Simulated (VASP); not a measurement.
# Cl (P6/mmm) in VASP: notebook

Runs on Cl. Level: PBE. Tasks: single point.

Everything below comes from runs of VASP 6.6.1. Logs are shortened: lines on timing, memory, paths and dates and some standing lists are left out, and cuts for length are marked.

### Step 1. The cell of the first run

It takes space group P6/mmm (No. 191, hexagonal). The conventional cell has a = 2.749 Å, b = 2.749 Å, c = 2.114 Å, α = 90.00°, β = 90.00°, γ = 120.00°. Within 2.8 Å of Cl (site symmetry 6/mmm) lie 8 Cl at 2.11 to 2.75 Å.

### Step 2. Single point, PBE (13.83 Å³/atom)

Input file INCAR:

```
SYSTEM = Cl
PREC     = Accurate       ! precision mode
ENCUT    = 520            ! plane-wave cutoff, eV
EDIFF    = 1E-7           ! SCF threshold, eV
ISMEAR   = -1             ! smearing method
SIGMA    = 0.1            ! smearing width, eV
LREAL    = .FALSE.        ! projectors in reciprocal space
LASPH    = .TRUE.         ! aspherical terms in the spheres
NELM     = 100            ! most SCF steps
ALGO     = Normal         ! electronic algorithm
ISIF     = 2              ! what is computed and relaxed
LWAVE    = .FALSE.        ! write WAVECAR
LCHARG   = .TRUE.         ! write CHGCAR
GGA      = PE             ! functional
LELF     = .TRUE.         ! ELF
LVHAR    = .TRUE.       
NBANDS   = 10             ! bands
```

Input file KPOINTS:

```
Automatic mesh
0
G
  14 14 13
  0 0 0
```

Input file POSCAR:

```
Cl
1.0
    2.7489911525      0.0000000000      0.0000000000
   -1.3744955762      2.3806961728      0.0000000000
    0.0000000000      0.0000000000      2.1138774161
Cl
1
Direct
    0.0000000000      0.0000000000      0.0000000000
```

Potentials or basis: VASP PAW PBE potentials, release 64 (Cl).

The run is started by

```sh
$ cat potpaw_PBE.64/Cl/POTCAR > POTCAR
$ mpirun -np 1 vasp_std > vasp.out
```

OUTCAR:

```text
SYSTEM = Cl
   PREC = Accurate
   ENCUT = 520
   EDIFF = 1E-7
   ISMEAR = -1
   LREAL = .FALSE.
   LASPH = .TRUE.
   NELM = 100
   ISIF = 2
   GGA = PE

 ion  position               nearest neighbor table
   1  0.000  0.000  0.000-

  LATTYP: Found a hexagonal cell.
 ALAT       =     2.7489911525
 C/A-ratio  =     0.7689647943

  Lattice vectors:

 A1 = (   2.7489911525,   0.0000000000,   0.0000000000)
 A2 = (  -1.3744955762,   2.3806961728,   0.0000000000)
 A3 = (   0.0000000000,   0.0000000000,   2.1138774161)

Analysis of symmetry for initial positions (statically):
=====================================================================
 Subroutine PRICEL returns:
 Original cell was already a primitive cell.

 Routine SETGRP: Setting up the symmetry group for a
 hexagonal supercell.

 Subroutine GETGRP returns: Found 24 space group operations
 (whereof 24 operations were pure point group operations)
 out of a pool of 24 trial point group operations.

The static configuration has the point symmetry D_6h.

Analysis of symmetry for dynamics (positions and initial velocities):
=====================================================================
 Subroutine PRICEL returns:
 Original cell was already a primitive cell.

 Routine SETGRP: Setting up the symmetry group for a
 hexagonal supercell.

 Subroutine GETGRP returns: Found 24 space group operations
 (whereof 24 operations were pure point group operations)
 out of a pool of 24 trial point group operations.

The dynamic configuration has the point symmetry D_6h.

 Subroutine INISYM returns: Found 24 space group operations
 (whereof 24 operations are pure point group operations),
 and found     1 'primitive' translations

----------------------------------------------------------------------------------------

                                     Primitive cell

  volume of cell :      13.8343

  direct lattice vectors                    reciprocal lattice vectors
     2.748991152  0.000000000  0.000000000     0.363769814  0.210022600  0.000000000
    -1.374495576  2.380696173  0.000000000     0.000000000  0.420045200  0.000000000
     0.000000000  0.000000000  2.113877416     0.000000000  0.000000000  0.473064328

  length of vectors
     2.748991152  2.748991152  2.113877416     0.420045200  0.420045200  0.473064328

  position of ions in fractional coordinates (direct lattice)
     0.000000000  0.000000000  0.000000000

  ion indices of the primitive-cell ions
   primitive index   ion index
                 1           1

----------------------------------------------------------------------------------------

 KPOINTS: Automatic mesh

Automatic generation of k-mesh.
 Grid dimensions read from file:
 generate k-points for:   14   14   13

 Generating k-lattice:

  Cartesian coordinates                     Fractional coordinates (reciprocal lattice)
     0.025983558  0.015001614  0.000000000     0.071428571  0.000000000  0.000000000
     0.000000000  0.030003229  0.000000000     0.000000000  0.071428571  0.000000000
     0.000000000  0.000000000  0.036389564     0.000000000  0.000000000  0.076923077

  Length of vectors
     0.030003229  0.030003229  0.036389564

  Shift w.r.t. Gamma in fractional coordinates (k-lattice)
     0.000000000  0.000000000  0.000000000

 Subroutine IBZKPT returns following result:
 ===========================================

 Found    168 irreducible k-points:

 Following reciprocal coordinates:
            Coordinates               Weight
  0.000000  0.000000  0.000000      1.000000
  0.071429  0.000000  0.000000      6.000000
  0.142857  0.000000  0.000000      6.000000
  0.214286  0.000000  0.000000      6.000000
  0.285714  0.000000  0.000000      6.000000
  0.357143  0.000000  0.000000      6.000000
[... 16 lines left out ...]
  0.285714  0.285714  0.000000      6.000000
  0.357143  0.285714  0.000000      6.000000
 [... further k-points ...]
   k-points           NKPTS =    168   k-points in BZ     NKDIM =    168   number of bands    NBANDS=     10
   number of dos      NEDOS =    301   number of ions     NIONS =      1
   total plane-waves  NPLWV =   6400
   dimension x,y,z NGX =    20 NGY =   20 NGZ =   16
   dimension x,y,z NGXF=    40 NGYF=   40 NGZF=   32
   ions per type =               1
   NGX,Y,Z   is equivalent  to a cutoff of  12.10, 12.10, 12.58 a.u.
   NGXF,Y,Z  is equivalent  to a cutoff of  24.19, 24.19, 25.17 a.u.
 SYSTEM =  Cl
   PREC   = accura    normal or accurate (medium, high low for compatibility)
   ISTART =      0    job   : 0-new  1-cont  2-samecut
   ICHARG =      2    charge: 1-file 2-atom 10-const
   ISPIN  =      1    spin polarized calculation?
   LNONCOLLINEAR =      F non collinear calculations
   LSORBIT =      F    spin-orbit coupling
   LASPH  =      T    aspherical Exc in radial PAW
   ENCUT  =  520.0 eV  38.22 Ry    6.18 a.u.   5.11  5.11  3.93*2*pi/ulx,y,z
   NELM   =    100;   NELMIN=  2; NELMDL= -5     # of ELM steps
   EDIFF  = 0.1E-06   stopping-criterion for ELM
   LREAL  =      F    real-space projection
   EDIFFG = 0.1E-05   stopping-criterion for IOM
   NSW    =      0    number of steps for IOM
   IBRION =     -1    ionic relax: 0-MD 1-quasi-New 2-CG
   NFREE  =      0    steps in history (QN), initial steepest desc. (CG)
   ISIF   =      2    stress and relaxation
   ISYM   =      2    0-nonsym 1-usesym 2-fastsym
   POTIM  = 0.5000    time-step for ionic-motion
   TEBEG  =    0.0;   TEEND  =   0.0 temperature during run
   PSTRESS=    0.0 pullay stress
   NELECT =       7.0000    total number of electrons
   NUPDOWN=      -1.0000    fix difference up-down
   EMIN   =  10.00;   EMAX   =-10.00  energy-range for DOS
   EFERMI =   0.00;   METHOD = LEGACY
   ISMEAR =    -1;   SIGMA  =   0.10  broadening in eV -4-tet -1-fermi 0-gaus
   EFERMI_NEDOS =   21; number of points for ismear=-14 and -15
   IALGO  =     38    algorithm
   IMIX   =      4    mixing-type and parameters
     AMIX     =   0.40;   BMIX     =  1.00
     AMIX_MAG =   1.60;   BMIX_MAG =  1.00
  volume/ion in A,a.u.               =      13.83        93.36
  Fermi-wavevector in a.u.,A,eV,Ry     =   1.304533  2.465210 23.154488  1.701807
  Thomas-Fermi vector in A             =   2.435463
   LORBIT       =      0    0 simple, 1 ext, 2 COOP (PROOUT), +10 PAW based schemes
   GGA     = PE    functional components
   LHFCALC =     F    Hartree Fock is set to
   AEXX    =    0.0000 exact exchange contribution
   IVDW    =     0    specifies the selected vdW correction
   LEPSILON=     F    determine dielectric tensor
   LRPA    =     F    only Hartree local field effects (RPA)
 non-spin polarized calculation
  energy-cutoff  :      520.00
  volume of cell :       13.83
 maximum number of plane-waves:       382
   NGX = 11   NGY = 11   NGZ =  7

 number of electron       7.0000000 magnetization

 Free energy of the ion-electron system (eV)
  ---------------------------------------------------
  ext. energy  EPLUGINS =         0.00000000
  ---------------------------------------------------
  free energy    TOTEN  =        -0.50487734 eV

  energy without entropy =       -0.49354811  energy(sigma->0) =       -0.49921273

 E-fermi :   8.7338     XC(G=0): -11.5436

 val. band max:        8.7296037454   @ k =   0.0714   0.0000   0.1538
 cond. band min:       8.7365117495   @ k =   0.4286   0.0000   0.4615
 fundamental gap:      0.0069080041
 Fermi energy:         8.7338053475

 k-point     1 :       0.0000    0.0000    0.0000
  band No.  band energies     occupation
      1     -12.1696      2.00000
      2       7.0461      2.00000
      3       7.0461      2.00000
      4      13.5352      0.00000
      5      15.2411      0.00000
      6      20.1236      0.00000
      7      20.1236      0.00000
      8      23.5437      0.00000
      9      27.6993      0.00000
     10      35.7087      0.00000

 k-point     2 :       0.0714    0.0000    0.0000
  band No.  band energies     occupation
      1     -12.0843      2.00000
      2       6.4801      2.00000
      3       6.9299      2.00000
      4      13.5771      0.00000
      5      15.7372      0.00000
      6      19.6661      0.00000
      7      20.4664      0.00000
      8      23.6633      0.00000
      9      28.6527      0.00000
     10      35.2952      0.00000

 k-point     3 :       0.1429    0.0000    0.0000
  band No.  band energies     occupation
      1     -11.8346      2.00000
      2       5.1400      2.00000
      3       6.6242      2.00000
      4      13.6969      0.00000
      5      16.5411      0.00000
      6      19.1226      0.00000
      7      21.4483      0.00000
      8      24.0384      0.00000
      9      30.9764      0.00000
     10      34.2747      0.00000

 k-point     4 :       0.2143    0.0000    0.0000
  band No.  band energies     occupation
      1     -11.4416      2.00000
      2       3.5336      2.00000
      3       6.2251      2.00000
      4      13.8767      0.00000
      5      16.2662      0.00000
      6      19.9122      0.00000
      7      22.9603      0.00000
      8      24.7108      0.00000
      9      33.0765      0.00000
     10      34.0261      0.00000
[... 222 lines left out ...]
 k-point    22 :       0.3571    0.2143    0.0000
  band No.  band energies     occupation
      1      -9.6466      2.00000
      2       0.0963      2.00000
      3       2.6354      2.00000
      4      14.5578      0.00000
      5      18.4913      0.00000
      6      22.7992      0.00000
      7      24.4994      0.00000
      8      30.8687      0.00000
      9      32.8416      0.00000
     10      33.5452      0.00000

 k-point    23 :       0.2857    0.2857    0.0000
  band No.  band energies     occupation
      1      -9.6185      2.00000
      2       0.4608      2.00000
      3       2.0224      2.00000
      4      14.5685      0.00000
      5      20.2256      0.00000
      6      21.5286      0.00000
      7      24.0252      0.00000
      8      31.1326      0.00000
      9      32.4213      0.00000
     10      33.5375      0.00000

 k-point    24 :       0.3571    0.2857    0.0000
  band No.  band energies     occupation
      1      -9.5142      2.00000
      2       0.5789      2.00000
      3       1.5446      2.00000
      4      14.6015      0.00000
      5      20.6370      0.00000
      6      22.7649      0.00000
      7      22.8476      0.00000
      8      31.2854      0.00000
      9      32.0444      0.00000
     10      33.0578      0.00000

 [... further k-points ...]

------------------------ aborting loop because EDIFF is reached ----------------------------------------

  FORCE on cell =-STRESS in cart. coord.  units (eV):
  Direction    XX          YY          ZZ          XY          YZ          ZX
  --------------------------------------------------------------------------------------
  -------------------------------------------------------------------------------------
  Total        4.9351480      4.9351480      4.8577575      0.0000000     -0.0000000      0.0000000
  in kB      571.5492374    571.5492374    562.5864940      0.0000000     -0.0000000      0.0000000
  external PRESSURE =     568.5616562 kB  Pullay stress =       0.0000000 kB

 VOLUME and BASIS-vectors are now :
 -----------------------------------------------------------------------------
  energy-cutoff  :      520.00
  volume of cell :       13.83
      direct lattice vectors                 reciprocal lattice vectors
     2.748991152  0.000000000  0.000000000     0.363769814  0.210022600  0.000000000
    -1.374495576  2.380696173  0.000000000     0.000000000  0.420045200  0.000000000
     0.000000000  0.000000000  2.113877416     0.000000000  0.000000000  0.473064328

 POSITION                                       TOTAL-FORCE (eV/Angst)
 -----------------------------------------------------------------------------------
      0.00000      0.00000      0.00000        -0.000000      0.000000      0.000000
 -----------------------------------------------------------------------------------
    total drift:                               -0.000000     -0.000000      0.000000

  FREE ENERGIE OF THE ION-ELECTRON SYSTEM (eV)
  ---------------------------------------------------
  free  energy   TOTEN  =        -0.5048773392 eV

  energy  without entropy=       -0.4935481121  energy(sigma->0) =       -0.49921273
```

Wall time 22 s (1 thread of Intel Xeon 8259CL, shared host); peak memory 0.13 GiB.

Results:

```yaml
Free_energy: -0.5049 eV
Pressure: 56.9 GPa
Band_gap_on_the_k_mesh: zero (an odd number of electrons rules out a gap without spin polarisation)
```

Stress tensor (GPa, compression positive):
```
57.15  0.00  0.00
 0.00 57.15  0.00
 0.00  0.00 56.26
```

Caveat: the cell stands under pressure; an odd number of electrons without spin polarisation forces a metal; a magnetic or distorted state may lie lower.

### Step 3. Single point, PBE

This run uses another cell than the first one, of 16.91 Å³/atom.

Input file INCAR:

```
ALGO = Normal
EDIFF = 1E-7
ENCUT = 520
GGA = PE
ISIF = 2
ISMEAR = -1
LASPH = True
LCHARG = True
LELF = True
LREAL = False
LVHAR = True
LWAVE = False
NBANDS = 10
NELM = 60
PREC = Accurate
SIGMA = 0.1
```

Input file KPOINTS:

```
k-points
0
Gamma
  14 14 13
```

Input file POSCAR:

```
Cl
1.0
    2.9816401525      0.0000000000      0.0000000000
   -1.4908200762      2.5821761170      0.0000000000
    0.0000000000      0.0000000000      2.1961712522
Cl
1
Direct
    0.0000000000      0.0000000000      0.0000000000
```

Potentials or basis: VASP PAW PBE potentials, release 64 (Cl).

The run is started by

```sh
$ cat potpaw_PBE.64/Cl/POTCAR > POTCAR
$ mpirun -np 1 vasp_std > vasp.out
```

OUTCAR:

```text
EDIFF = 1E-7
   ENCUT = 520
   GGA = PE
   ISIF = 2
   ISMEAR = -1
   LASPH = True
   LREAL = False
   NELM = 60
   PREC = Accurate

 ion  position               nearest neighbor table
   1  0.000  0.000  0.000-

  LATTYP: Found a hexagonal cell.
 ALAT       =     2.9816401525
 C/A-ratio  =     0.7365648233

  Lattice vectors:

 A1 = (   2.9816401525,   0.0000000000,   0.0000000000)
 A2 = (  -1.4908200762,   2.5821761170,   0.0000000000)
[... 491 lines left out ...]
     10      28.4961      0.00000

 [... further k-points ...]

------------------------ aborting loop because EDIFF is reached ----------------------------------------

  FORCE on cell =-STRESS in cart. coord.  units (eV):
  Direction    XX          YY          ZZ          XY          YZ          ZX
  --------------------------------------------------------------------------------------
  -------------------------------------------------------------------------------------
  Total        2.4384221      2.4384221      2.3828129      0.0000000      0.0000000     -0.0000000
  in kB      231.0533011    231.0533011    225.7840391      0.0000000      0.0000000     -0.0000000
  external PRESSURE =     229.2968805 kB  Pullay stress =       0.0000000 kB

 VOLUME and BASIS-vectors are now :
 -----------------------------------------------------------------------------
  energy-cutoff  :      520.00
  volume of cell :       16.91
      direct lattice vectors                 reciprocal lattice vectors
     2.981640152  0.000000000  0.000000000     0.335385878  0.193635127  0.000000000
    -1.490820076  2.582176117  0.000000000     0.000000000  0.387270254  0.000000000
     0.000000000  0.000000000  2.196171252     0.000000000  0.000000000  0.455337897

 POSITION                                       TOTAL-FORCE (eV/Angst)
 -----------------------------------------------------------------------------------
      0.00000      0.00000      0.00000         0.000000      0.000000      0.000000
 -----------------------------------------------------------------------------------
    total drift:                                0.000000      0.000000     -0.000000

  FREE ENERGIE OF THE ION-ELECTRON SYSTEM (eV)
  ---------------------------------------------------
  free  energy   TOTEN  =        -1.2273024428 eV

  energy  without entropy=       -1.2143610913  energy(sigma->0) =       -1.22083177
```

OSZICAR:

```text
N       E                     dE             d eps       ncg     rms          rms(c)
DAV:   1     0.182559163119E+02    0.18256E+02   -0.31651E+03  3410   0.547E+02
DAV:   2    -0.726745806363E+00   -0.18983E+02   -0.18350E+02  4604   0.105E+02
DAV:   3    -0.128016641239E+01   -0.55342E+00   -0.55017E+00  3998   0.151E+01
DAV:   4    -0.128210968139E+01   -0.19433E-02   -0.19430E-02  4312   0.109E+00
DAV:   5    -0.128211639203E+01   -0.67106E-05   -0.67099E-05  4110   0.567E-02    0.121E+01
DAV:   6    -0.124079479349E+01    0.41322E-01   -0.29797E-02  3778   0.105E+00    0.743E+00
DAV:   7    -0.122782732251E+01    0.12967E-01   -0.53698E-02  3796   0.145E+00    0.234E-01
DAV:   8    -0.122727821244E+01    0.54911E-03   -0.34437E-03  3744   0.414E-01    0.591E-02
DAV:   9    -0.122729459517E+01   -0.16383E-04   -0.79347E-05  4092   0.681E-02    0.175E-02
DAV:  10    -0.122730235113E+01   -0.77560E-05   -0.77060E-06  3784   0.199E-02    0.493E-03
DAV:  11    -0.122730244278E+01   -0.91653E-07   -0.72222E-07  3862   0.560E-03
   1 F= -.12273024E+01 E0= -.12208318E+01  d E =-.129414E-01
```

Run time: 25 s. Hardware: 1 thread of Intel Xeon 8259CL, shared host; peak memory 0.14 GiB.

What came out:

```
Free energy            : -1.2273 eV
Pressure               : 22.9 GPa
Band gap on the k mesh : zero (an odd number of electrons rules out a gap without spin polarisation)
```

Stress tensor (GPa, compression positive):
```
23.11  0.00  0.00
 0.00 23.11  0.00
 0.00  0.00 22.58
```

Levels at points of the mesh, in eV from the Fermi level:
```csv
k point,band 1,band 2,band 3,band 4,band 5,band 6,band 7,band 8
"(0.00, 0.00, 0.00)",-18.74,-1.78,-1.78,4.61,6.63,11.69,11.69,14.34
"(0.50, 0.00, 0.00)",-17.35,-7.14,-3.00,5.13,6.56,14.43,17.61,19.92
```

Caveat: the cell stands under pressure; an odd number of electrons without spin polarisation forces a metal; a magnetic or distorted state may lie lower.

(Continued in part 2 of 2.)
